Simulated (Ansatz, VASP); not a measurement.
## Pt: VASP beside Ansatz

```xyz
1
Lattice="0.0000 2.0080 2.0570 2.0080 0.0000 2.0570 2.0080 2.0080 0.0000" Properties=species:S:1:pos:R:3 pbc="T T T"
Pt    0.0000    0.0000    0.0000
```

Change from the starting cell: strain +0.025 along x and y, +0.050 along z, atoms carried along.

Alike in both runs: task single point; functional PBEsol; k mesh 26 × 26 × 26; occupations gaussian, width 0.15 eV; no spin polarisation.

|  | VASP | Ansatz |
| --- | --- | --- |
| version | VASP 6.6.1 | Ansatz 0.2.0 |
| potentials or method | VASP PAW PBE potentials, release 64 (Pt), cutoff 520 eV | scalar-relativistic, plane waves, PAW |
| valence electrons in the cell | 10 | 18 |

|  | VASP | Ansatz | Ansatz less VASP |
| --- | --- | --- | --- |
| gap on the k mesh at the Fermi level (eV) | none | none | - |
| pressure (GPa) | -21.8 | -21.5 | +0.34 |
| traceless stress, the component that is largest in VASP (GPa) | -1.20 | -1.20 | -0.009 |

VASP's potentials were made for PBE, not for PBEsol. A gap of «none» marks a metal or a gap that the smearing closes. With one functional, cell and mesh, what is left measures potentials, basis and numerics. VASP's potentials hold 10 valence electrons a cell and Ansatz's 18, so a difference there can come from the potentials and not from the codes.

Spin-orbit coupling is off throughout.
